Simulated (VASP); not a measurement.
# Al2O3 (P-6m2) in VASP: single point with PBE+D3(BJ)

Aim: the single point of Al2O3 with PBE+D3(BJ).

All numbers are computed with VASP 6.6.1; they aren't measurements. Logs are shortened: lines on timing, memory, paths and dates and some standing lists are left out, and cuts for length are marked.

## 1. The cell of the first run

It takes space group P-6m2 (No. 187, hexagonal). The conventional cell has a = 2.884 Å, b = 2.884 Å, c = 9.337 Å, α = 90.00°, β = 90.00°, γ = 120.00°. Al (site symmetry 3m) has 6 O at 1.80 to 2.18 Å within 2.4 Å. Within 2.4 Å of O (site symmetry 3m) lie 3 Al at 1.80 Å. Within 2.9 Å of O (site symmetry -6m2) lie 6 Al at 2.18 Å and 12 O at 2.66 to 2.88 Å.

## 2. Single point, PBE+D3(BJ)

Contents of INCAR:

```
SYSTEM = Al2O3
ALGO = Normal
EDIFF = 1E-6
ENCUT = 520
GGA = PE
ISIF = 2
ISMEAR = 0
IVDW = 12
LASPH = .TRUE.
LCHARG = .FALSE.
LREAL = .FALSE.
LWAVE = .FALSE.
NBANDS = 20
NELM = 80
PREC = Accurate
SIGMA = 0.05
```

Contents of KPOINTS:

```
k-points
0
G
  12 12 4
  0 0 0
```

Contents of POSCAR:

```
Al2O3
1.0
    2.8843249483      0.0000000000      0.0000000000
   -1.4421624742      2.4978986780      0.0000000000
    0.0000000000      0.0000000000      9.3367544600
Al O
2 3
Direct
    0.0000000000      0.0000000000      0.1499923300
    0.0000000000      0.0000000000      0.8500076700
    0.3333333333      0.6666666667      0.2223169200
    0.6666666667      0.3333333333      0.0000000000
    0.3333333333      0.6666666667      0.7776830800
```

Potentials or basis: VASP PAW PBE potentials, release 64 (Al, O).

On the command line:

```bash
> cat potpaw_PBE.64/Al/POTCAR potpaw_PBE.64/O/POTCAR > POTCAR
> mpirun -np 1 vasp_std > vasp.out
```

OUTCAR:

```text
SYSTEM = Al2O3
   EDIFF = 1E-6
   ENCUT = 520
   GGA = PE
   ISIF = 2
   ISMEAR = 0
   IVDW = 12
   LASPH = .TRUE.
   LREAL = .FALSE.
   NELM = 80
   PREC = Accurate
 IVDW          = 12

 ion  position               nearest neighbor table
   1  0.000  0.000  0.150-   3 1.80   3 1.80   3 1.80   4 2.18   4 2.18   4 2.18   2 2.80
   2  0.000  0.000  0.850-   5 1.80   5 1.80   5 1.80   4 2.18   4 2.18   4 2.18   1 2.80
   3  0.333  0.667  0.222-   1 1.80   1 1.80   1 1.80
   4  0.667  0.333  0.000-   1 2.18   2 2.18   1 2.18   2 2.18   1 2.18   2 2.18
   5  0.333  0.667  0.778-   2 1.80   2 1.80   2 1.80

  LATTYP: Found a hexagonal cell.
 ALAT       =     2.8843249483
 C/A-ratio  =     3.2370674689

  Lattice vectors:

 A1 = (   2.8843249483,   0.0000000000,   0.0000000000)
 A2 = (  -1.4421624742,   2.4978986780,   0.0000000000)
 A3 = (   0.0000000000,   0.0000000000,   9.3367544600)

Analysis of symmetry for initial positions (statically):
=====================================================================
 Subroutine PRICEL returns:
 Original cell was already a primitive cell.

 Routine SETGRP: Setting up the symmetry group for a
 hexagonal supercell.

 Subroutine GETGRP returns: Found 12 space group operations
 (whereof 12 operations were pure point group operations)
 out of a pool of 24 trial point group operations.

The static configuration has the point symmetry D_3h.

Analysis of symmetry for dynamics (positions and initial velocities):
=====================================================================
 Subroutine PRICEL returns:
 Original cell was already a primitive cell.

 Routine SETGRP: Setting up the symmetry group for a
 hexagonal supercell.

 Subroutine GETGRP returns: Found 12 space group operations
 (whereof 12 operations were pure point group operations)
 out of a pool of 24 trial point group operations.

The dynamic configuration has the point symmetry D_3h.

 Subroutine INISYM returns: Found 12 space group operations
 (whereof 12 operations are pure point group operations),
 and found     1 'primitive' translations

----------------------------------------------------------------------------------------

                                     Primitive cell

  volume of cell :      67.2690

  direct lattice vectors                    reciprocal lattice vectors
     2.884324948  0.000000000  0.000000000     0.346701574  0.200168247  0.000000000
    -1.442162474  2.497898678  0.000000000     0.000000000  0.400336494  0.000000000
     0.000000000  0.000000000  9.336754460     0.000000000  0.000000000  0.107103598

  length of vectors
     2.884324948  2.884324948  9.336754460     0.400336494  0.400336494  0.107103598

  position of ions in fractional coordinates (direct lattice)
     0.000000000  0.000000000  0.149992330
     0.000000000  0.000000000  0.850007670
     0.333333333  0.666666667  0.222316920
     0.666666667  0.333333333  0.000000000
     0.333333333  0.666666667  0.777683080

  ion indices of the primitive-cell ions
   primitive index   ion index
                 1           1
                 2           2
                 3           3
                 4           4
                 5           5

----------------------------------------------------------------------------------------

 KPOINTS: k-points

Automatic generation of k-mesh.
 Grid dimensions read from file:
 generate k-points for:   12   12    4

 Generating k-lattice:

  Cartesian coordinates                     Fractional coordinates (reciprocal lattice)
     0.028891798  0.016680687  0.000000000     0.083333333  0.000000000  0.000000000
     0.000000000  0.033361375  0.000000000     0.000000000  0.083333333  0.000000000
     0.000000000  0.000000000  0.026775900     0.000000000  0.000000000  0.250000000

  Length of vectors
     0.033361375  0.033361375  0.026775900

  Shift w.r.t. Gamma in fractional coordinates (k-lattice)
     0.000000000  0.000000000  0.000000000

 Subroutine IBZKPT returns following result:
 ===========================================

 Found     57 irreducible k-points:

 Following reciprocal coordinates:
            Coordinates               Weight
  0.000000  0.000000  0.000000      1.000000
  0.083333  0.000000  0.000000      6.000000
  0.166667  0.000000  0.000000      6.000000
  0.250000  0.000000  0.000000      6.000000
  0.333333 -0.000000  0.000000      6.000000
  0.416667  0.000000  0.000000      6.000000
[... 16 lines left out ...]
  0.250000  0.000000  0.250000     12.000000
  0.333333 -0.000000  0.250000     12.000000
 [... further k-points ...]
   k-points           NKPTS =     57   k-points in BZ     NKDIM =     57   number of bands    NBANDS=     20
   number of dos      NEDOS =    301   number of ions     NIONS =      5
   total plane-waves  NPLWV =  40320
   dimension x,y,z NGX =    24 NGY =   24 NGZ =   70
   dimension x,y,z NGXF=    48 NGYF=   48 NGZF=  140
   ions per type =               2   3
   NGX,Y,Z   is equivalent  to a cutoff of  13.83, 13.83, 12.46 a.u.
   NGXF,Y,Z  is equivalent  to a cutoff of  27.67, 27.67, 24.93 a.u.
 SYSTEM =  Al2O3
   PREC   = accura    normal or accurate (medium, high low for compatibility)
   ISTART =      0    job   : 0-new  1-cont  2-samecut
   ICHARG =      2    charge: 1-file 2-atom 10-const
   ISPIN  =      1    spin polarized calculation?
   LNONCOLLINEAR =      F non collinear calculations
   LSORBIT =      F    spin-orbit coupling
   LASPH  =      T    aspherical Exc in radial PAW
   ENCUT  =  520.0 eV  38.22 Ry    6.18 a.u.   5.36  5.36 17.36*2*pi/ulx,y,z
   NELM   =     80;   NELMIN=  2; NELMDL= -5     # of ELM steps
   EDIFF  = 0.1E-05   stopping-criterion for ELM
   LREAL  =      F    real-space projection
[... 7 lines left out ...]
   TEBEG  =    0.0;   TEEND  =   0.0 temperature during run
   PSTRESS=    0.0 pullay stress
   NELECT =      24.0000    total number of electrons
   NUPDOWN=      -1.0000    fix difference up-down
   EMIN   =  10.00;   EMAX   =-10.00  energy-range for DOS
   EFERMI =   0.00;   METHOD = LEGACY
   ISMEAR =     0;   SIGMA  =   0.05  broadening in eV -4-tet -1-fermi 0-gaus
   EFERMI_NEDOS =   21; number of points for ismear=-14 and -15
   IALGO  =     38    algorithm
   IMIX   =      4    mixing-type and parameters
     AMIX     =   0.40;   BMIX     =  1.00
     AMIX_MAG =   1.60;   BMIX_MAG =  1.00
  volume/ion in A,a.u.               =      13.45        90.79
  Fermi-wavevector in a.u.,A,eV,Ry     =   1.161111  2.194181 18.343074  1.348178
  Thomas-Fermi vector in A             =   2.297686
   LORBIT       =      0    0 simple, 1 ext, 2 COOP (PROOUT), +10 PAW based schemes
   GGA     = PE    functional components
   LHFCALC =     F    Hartree Fock is set to
   AEXX    =    0.0000 exact exchange contribution
   IVDW    =    12    specifies the selected vdW correction
   LEPSILON=     F    determine dielectric tensor
   LRPA    =     F    only Hartree local field effects (RPA)
 non-spin polarized calculation
 Gauss-broadening in eV      SIGMA  =   0.05
  energy-cutoff  :      520.00
  volume of cell :       67.27
 maximum number of plane-waves:      1853
 NGX is ok and might be reduce to    24
   NGX = 11   NGY = 11   NGZ = 35

 number of electron      23.9999983 magnetization

 Free energy of the ion-electron system (eV)
  ---------------------------------------------------
  ext. energy  EPLUGINS =         0.00000000
  ---------------------------------------------------
  free energy    TOTEN  =       -36.38497146 eV

  energy without entropy =      -36.38497146  energy(sigma->0) =      -36.38497146

 E-fermi :   1.1459     XC(G=0):  -8.5308

 val. band max:        0.8762875259   @ k =   0.1667   0.0000   0.0000
 cond. band min:       5.6507515155   @ k =   0.0000   0.0000   0.0000
 fundamental gap:      4.7744639896
 Fermi energy:         1.1458505078

 k-point     1 :       0.0000    0.0000    0.0000
  band No.  band energies     occupation
      1     -17.8173      2.00000
      2     -16.8013      2.00000
      3     -15.6203      2.00000
      4      -4.0788      2.00000
      5      -1.2338      2.00000
      6      -0.5958      2.00000
[... 12 lines left out ...]
     19      15.7583      0.00000
     20      15.7636      0.00000

 k-point     2 :       0.0833    0.0000    0.0000
  band No.  band energies     occupation
      1     -17.7330      2.00000
      2     -16.7381      2.00000
      3     -15.5894      2.00000
      4      -4.0291      2.00000
      5      -1.4367      2.00000
      6      -0.7884      2.00000
[... 12 lines left out ...]
     19      15.0130      0.00000
     20      15.8776      0.00000

 k-point     3 :       0.1667    0.0000    0.0000
  band No.  band energies     occupation
      1     -17.4891      2.00000
      2     -16.5597      2.00000
      3     -15.5082      2.00000
      4      -3.9308      2.00000
      5      -2.1463      2.00000
      6      -1.4246      2.00000
[... 12 lines left out ...]
     19      14.0942      0.00000
     20      15.0505      0.00000

 k-point     4 :       0.2500    0.0000    0.0000
  band No.  band energies     occupation
      1     -17.1164      2.00000
      2     -16.3015      2.00000
      3     -15.4125      2.00000
      4      -3.9779      2.00000
      5      -3.1633      2.00000
      6      -2.1458      2.00000
[... 429 lines left out ...]
 k-point    23 :       0.2500    0.0000    0.2500
  band No.  band energies     occupation
      1     -17.1163      2.00000
      2     -16.3016      2.00000
      3     -15.4124      2.00000
      4      -3.9783      2.00000
      5      -3.1623      2.00000
      6      -2.1445      2.00000
[... 12 lines left out ...]
     19      13.5991      0.00000
     20      14.6763      0.00000

 k-point    24 :       0.3333   -0.0000    0.2500
  band No.  band energies     occupation
      1     -16.6715      2.00000
      2     -16.0238      2.00000
      3     -15.3564      2.00000
      4      -4.3361      2.00000
      5      -4.1308      2.00000
      6      -2.8436      2.00000
[... 12 lines left out ...]
     19      13.7797      0.00000
     20      14.8661      0.00000

 [... further k-points ...]

------------------------ aborting loop because EDIFF is reached ----------------------------------------

 Edisp (eV)   -0.83397

 E8    (eV) :    -0.3216

  FORCE on cell =-STRESS in cart. coord.  units (eV):
  Direction    XX          YY          ZZ          XY          YZ          ZX
  --------------------------------------------------------------------------------------
  -------------------------------------------------------------------------------------
  Total      -0.79439    -0.79439    -0.60362     0.00000     0.00000     0.00000
  in kB     -18.92025   -18.92025   -14.37673     0.00000     0.00000     0.00000
  external pressure =      -17.41 kB  Pullay stress =        0.00 kB

 VOLUME and BASIS-vectors are now :
 -----------------------------------------------------------------------------
  energy-cutoff  :      520.00
  volume of cell :       67.27
      direct lattice vectors                 reciprocal lattice vectors
     2.884324948  0.000000000  0.000000000     0.346701574  0.200168247  0.000000000
    -1.442162474  2.497898678  0.000000000     0.000000000  0.400336494  0.000000000
     0.000000000  0.000000000  9.336754460     0.000000000  0.000000000  0.107103598

 POSITION                                       TOTAL-FORCE (eV/Angst)
 -----------------------------------------------------------------------------------
      0.00000      0.00000      1.40044         0.000000     -0.000000     -0.068603
      0.00000      0.00000      7.93631         0.000000     -0.000000      0.068603
     -0.00000      1.66527      2.07572        -0.000000      0.000000     -0.024386
      1.44216      0.83263      0.00000        -0.000000     -0.000000      0.000000
     -0.00000      1.66527      7.26104        -0.000000     -0.000000      0.024386
 -----------------------------------------------------------------------------------
    total drift:                                0.000000     -0.000000      0.000000

  FREE ENERGIE OF THE ION-ELECTRON SYSTEM (eV)
  ---------------------------------------------------
  free  energy   TOTEN  =       -37.2189381318 eV

  energy  without entropy=      -37.2189381318  energy(sigma->0) =      -37.21893813
```

Wall time 36 s (1 thread of Intel Xeon 6975P-C (Granite Rapids), shared host); peak memory 0.23 GiB.

What came out:

```
Free energy                : -37.2189 eV
Pressure                   : -1.7 GPa
Largest force              : 0.069 eV/Å
Band gap on the k mesh     : 4.77 eV, indirect (least direct gap 5.01 eV)
Dispersion energy per atom : -0.167 eV
```

Forces in eV/Å, atoms in the order of the input:
```
Al   0.000  0.000 -0.069
Al   0.000  0.000  0.069
O    0.000  0.000 -0.024
O    0.000  0.000  0.000
O    0.000  0.000  0.024
```

Levels at points of the mesh, in eV from the valence-band top:
| k point | band 10 | band 11 | band 12 | band 13 | band 14 | band 15 |
| --- | --- | --- | --- | --- | --- | --- |
| (0.00, 0.00, 0.00) | -0.52 | -0.52 | -0.23 | 4.77 | 7.41 | 7.81 |
| (0.50, 0.00, 0.00) | -0.99 | -0.80 | -0.57 | 7.78 | 8.86 | 9.05 |
| (0.00, 0.00, 0.50) | -0.52 | -0.52 | -0.28 | 4.91 | 6.96 | 7.97 |
| (0.50, 0.00, 0.50) | -0.99 | -0.81 | -0.56 | 7.80 | 8.81 | 9.11 |
